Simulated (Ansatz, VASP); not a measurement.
## C: VASP beside Ansatz

Contents of INCAR:

```
PREC = Accurate
ENCUT = 520
EDIFF = 1E-7
ISMEAR = -1
SIGMA = 0.05
LREAL = False
LASPH = True
NELM = 80
ALGO = Normal
ISIF = 2
LWAVE = False
LCHARG = False
GGA = PE
NBANDS = 11
```

Contents of KPOINTS:

```
Automatic mesh
0
Gamma
  13 13 13
```

Contents of POSCAR:

```
C
1.0
    0.0000000000      1.8208078262      1.8208078262
    1.8208078262      0.0000000000      1.8208078262
    1.8208078262      1.8208078262      0.0000000000
C
2
Direct
    0.0000000000      0.0000000000      0.0000000000
    0.2500000000      0.2500000000      0.2500000000
```

Input for Ansatz:

```yaml
crystal:
  lattice:
    - [0.0, 1.8208078262, 1.8208078262]
    - [1.8208078262, 0.0, 1.8208078262]
    - [1.8208078262, 1.8208078262, 0.0]
  atoms:
    - { symbol: C, position: [0.0, 0.0, 0.0] }
    - { symbol: C, position: [0.25, 0.25, 0.25] }
kpoints:
  mp_grid: { grid: [13, 13, 13] }
scf:
  occupations: { method: fermi_dirac, width: 0.05 }
hamiltonian:
  xc: pbe
  pseudopotentials: { kind: all_electron, lapw: { basis_error: 0.0005 } }
output:
  forces: true
  stress: true
  eigenvalues: true
```

Change from the starting cell: volume scaled by 1.06.

Alike in both runs: task single point; functional PBE; k mesh 13 × 13 × 13; occupations fermi-dirac, width 0.05 eV; no spin polarisation.

|  | VASP | Ansatz |
| --- | --- | --- |
| version | VASP 6.6.1 | Ansatz 0.2.0 |
| potentials or method | VASP PAW PBE potentials, release 64 (C), cutoff 520 eV | all-electron LAPW, scalar-relativistic |

VASP gave:

- gap on the k mesh at the Fermi level (eV): 4.01
- pressure (GPa): -22.2

Task: What did Ansatz give for the same quantities?

Result: gap on the k mesh at the Fermi level (eV): 4.02; pressure (GPa): -22.7.

Ansatz ran all-electron here, and VASP with PAW potentials.
